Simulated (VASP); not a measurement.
Write the native input for VASP 6.6.1 that does the following.

- Task: single point
- Functional: LDA
- Potentials or basis: VASP PAW LDA potentials, release 64 (Os_sv_GW)
- Cutoff: 500 eV
- k mesh: 13 × 13 × 8
- Occupations: fermi-dirac, width 0.1 eV
- Spin: no spin polarisation
- Dipole correction: no
- Second run: valence_matched
- Further INCAR settings: ALGO = Normal; EDIFF = 1e-06; NBANDS = 23

The structure of Os lies in POSCAR:

```
Os
1.0
    2.7175247593      0.0000000000      0.0000000000
   -1.3587623796      2.3534454770      0.0000000000
    0.0000000000      0.0000000000      4.2844606214
Os
2
Direct
    0.3333333333      0.6666666667      0.2500000000
    0.6666666667      0.3333333333      0.7500000000
```

The input as run:

INCAR

```
PREC = Accurate ; ENCUT = 500
EDIFF = 1E-6 ; ISMEAR = -1
SIGMA = 0.1 ; LREAL = False
LASPH = True ; NELM = 120
ALGO = Normal ; ISIF = 2
LWAVE = False ; LCHARG = False
GGA = CA ; NBANDS = 23
GGA_COMPAT = False
```

KPOINTS

```
Automatic mesh
0
Gamma
  13 13 8
```

Potentials or basis: VASP PAW LDA potentials, release 64 (Os_sv_GW).

Run with:

```console
$ cat potpaw_LDA.64/Os_sv_GW/POTCAR > POTCAR
$ mpirun -np 1 vasp_std > vasp.out
```

Results of the run:

```json
{
 "Pressure": "-0.6 GPa",
 "Band gap on the k mesh": "zero (band 16 reaches 16.09 eV, above the bottom of band 17 at 12.13 eV)"
}
```

Caveat: spin-orbit coupling is left out, which moves the levels of the heavy elements.

Wall time 25 s on 1 thread of AMD EPYC 9R45 96-Core Processor (Zen 5), with other jobs on the host, peak memory 0.14 GiB.
